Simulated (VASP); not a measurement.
CuO:

```
Cu O
1.0
     1.99097   -2.15355    0.00000
     1.99097    2.15355    0.00000
     0.00000    0.00000    5.15593
Cu O
2 2
Cartesian
  0.9955 -1.0768 0.0000
  0.9955 1.0768 2.5780
  1.9910 0.0000 1.2890
  1.9910 0.0000 3.8669
```

```yaml
Program: VASP 6.6.1
Task: relaxation of cell and atoms
Functional: LDA
Potentials_or_basis: VASP PAW LDA potentials, release 64 (Cu, O)
Cutoff: 600 eV
k_mesh: 9 × 9 × 5
Occupations: fermi-dirac, width 0.05 eV
Spin: no spin polarisation
```

At the start: pressure -11.6 GPa; volume 11.05 Å³/atom.

Q: Where does the relaxation end?

A: Over 22 steps the energy falls by 30.5 meV/atom and the volume is 10.31 Å³/atom (-6.7 %); space group P4_2/mmc (No. 131, to 0.05 Å).

Step by step:
| step | energy change (eV) | largest force (eV/Å) | pressure (GPa) | volume (Å³) |
| --- | --- | --- | --- | --- |
| 1 | 0.0000 | 0.0000 | -11.55 | 44.21 |
| 2 | -0.0456 | 0.0000 | 11.11 | 39.30 |
| 3 | -0.1148 | 0.0000 | -0.29 | 41.33 |
| 4 | -0.1148 | 0.0000 | 0.10 | 41.27 |
| 5 | -0.1168 | 0.0000 | 0.28 | 41.20 |
| 6 | -0.1181 | 0.0000 | 0.39 | 41.12 |
| 7 | -0.1171 | 0.0000 | 0.36 | 40.94 |
| 8 | -0.1182 | 0.0000 | 0.12 | 41.07 |
| 9 | -0.1182 | 0.0000 | 0.33 | 41.06 |
| 10 | -0.1186 | 0.0000 | -0.42 | 41.20 |
| 11 | -0.1186 | 0.0000 | -0.29 | 41.20 |
| 12 | -0.1190 | 0.0000 | -0.32 | 41.20 |
| 13 | -0.1199 | 0.0000 | -0.08 | 41.20 |
| 14 | -0.1206 | 0.0000 | 0.40 | 41.18 |
| 15 | -0.1209 | 0.0000 | 0.34 | 41.22 |
| 16 | -0.1213 | 0.0000 | -0.41 | 41.35 |
| 17 | -0.1215 | 0.0000 | -0.31 | 41.33 |
| 18 | -0.1219 | 0.0000 | 0.18 | 41.25 |
| 19 | -0.1220 | 0.0000 | -0.15 | 41.29 |
| 20 | -0.1220 | 0.0000 | -0.13 | 41.27 |
| 21 | -0.1220 | 0.0000 | -0.14 | 41.26 |
| 22 | -0.1220 | 0.0000 | -0.05 | 41.25 |

Final structure:
```
Cu O
1.0
     2.02687   -2.01394    0.00000
     2.02687    2.01394    0.00000
     0.00000    0.00000    5.05284
Cu O
2 2
Cartesian
  1.0134 -1.0070 0.0000
  1.0134 1.0070 2.5264
  2.0269 0.0000 1.2632
  2.0269 0.0000 3.7896
```
